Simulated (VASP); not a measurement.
Wanted: the native input for a VASP 6.6.1 run.

| Item | Value |
| --- | --- |
| Task | single point |
| Functional | r2SCAN |
| Potentials or basis | VASP PAW PBE potentials, release 64 (Ta_sv_GW) |
| Cutoff | 550 eV |
| k mesh | 11 × 11 × 11 |
| Occupations | fermi-dirac, width 0.05 eV |
| Spin | no spin polarisation |
| Dipole correction | no |
| Further INCAR settings | ALGO = Normal; EDIFF = 1e-06; NBANDS = 12 |

Crystal: Ta.

```
CELL_PARAMETERS angstrom
-1.65144 1.65144 1.65144
1.65144 -1.65144 1.65144
1.65144 1.65144 -1.65144
ATOMIC_POSITIONS crystal
Ta 0.00000 0.00000 0.00000
```

One way to write it, as run:

POSCAR

```
Ta
1.0
   -1.6514431838      1.6514431838      1.6514431838
    1.6514431838     -1.6514431838      1.6514431838
    1.6514431838      1.6514431838     -1.6514431838
Ta
1
Direct
    0.0000000000      0.0000000000      0.0000000000
```

INCAR.step1

```
PREC = Accurate
ENCUT = 550
ISMEAR = -1
SIGMA = 0.05
LREAL = False
LASPH = True
NELM = 120
NBANDS = 12
GGA = PE
ALGO = Normal
EDIFF = 1E-5
LWAVE = True
LCHARG = False
GGA_COMPAT = False
```

INCAR.step2

```
PREC = Accurate
ENCUT = 550
EDIFF = 1E-6
ISMEAR = -1
SIGMA = 0.05
LREAL = False
LASPH = True
NELM = 120
ALGO = Normal
ISIF = 2
LWAVE = False
LCHARG = False
METAGGA = R2SCAN
LMIXTAU = True
NBANDS = 12
ISTART = 1
GGA_COMPAT = False
```

KPOINTS

```
regular mesh
0
Gamma
  11 11 11
```

Potentials or basis: VASP PAW PBE potentials, release 64 (Ta_sv_GW).

Run with:

```console
$ cat potpaw_PBE.64/Ta_sv_GW/POTCAR > POTCAR
$ cp INCAR.step1 INCAR
$ mpirun -np 1 vasp_std > vasp.out
$ cp INCAR.step2 INCAR
$ mpirun -np 1 vasp_std > vasp.out
```

It gave:

The pressure is -0.9 GPa and the band gap on the k mesh is zero (an odd number of electrons rules out a gap without spin polarisation).

Caveat: the PAW data sets were made with another functional, which shifts forces and pressure a little; spin-orbit coupling is left out, which moves the levels of the heavy elements.

Wall time 36 s on 1 thread of AMD EPYC 9R45 96-Core Processor (Zen 5), on a shared host, peak memory 0.13 GiB.
